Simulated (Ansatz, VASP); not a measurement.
One calculation of PbS, two programs

```
CELL_PARAMETERS angstrom
2.88047 -2.84080 0.00000
2.88047 2.84080 0.00000
-1.05800 0.00000 11.47026
ATOMIC_POSITIONS crystal
Pb 0.77560 0.77560 0.63638
Pb 0.22440 0.22440 0.36362
S 0.26840 0.26840 0.59860
S 0.73160 0.73160 0.40140
```

Change from the starting cell: volume scaled by 0.94, crystal datasets.

Alike in both runs: task electric field gradients; functional PBEsol; k mesh 7 × 7 × 3; occupations fermi-dirac, width 0.01 eV; no spin polarisation.

|  | VASP | Ansatz |
| --- | --- | --- |
| version | VASP 6.6.1 | Ansatz 0.2.0 |
| potentials or method | VASP PAW PBE potentials, release 64 (Pb_d, S), cutoff 520 eV | all-electron PAW with datasets made for the slab, scalar-relativistic |

VASP gave:

- gap on the k mesh at the Fermi level (eV): 1.16
- rms of the force components (eV/Å): 0.096
- size of Vzz on the site where it differs most (V/Å²): 136.9

Problem. Which values does Ansatz return?

Solution. gap on the k mesh at the Fermi level (eV): 1.17; rms of the force components (eV/Å): 0.096; size of Vzz on the site where it differs most (V/Å²): 127.9.

VASP's potentials were made for PBE, not for PBEsol. Atom by atom the forces differ by 0.001 eV/Å (rms over components). Ansatz ran all-electron here, and VASP with PAW potentials.

Neither program's run includes spin-orbit coupling.
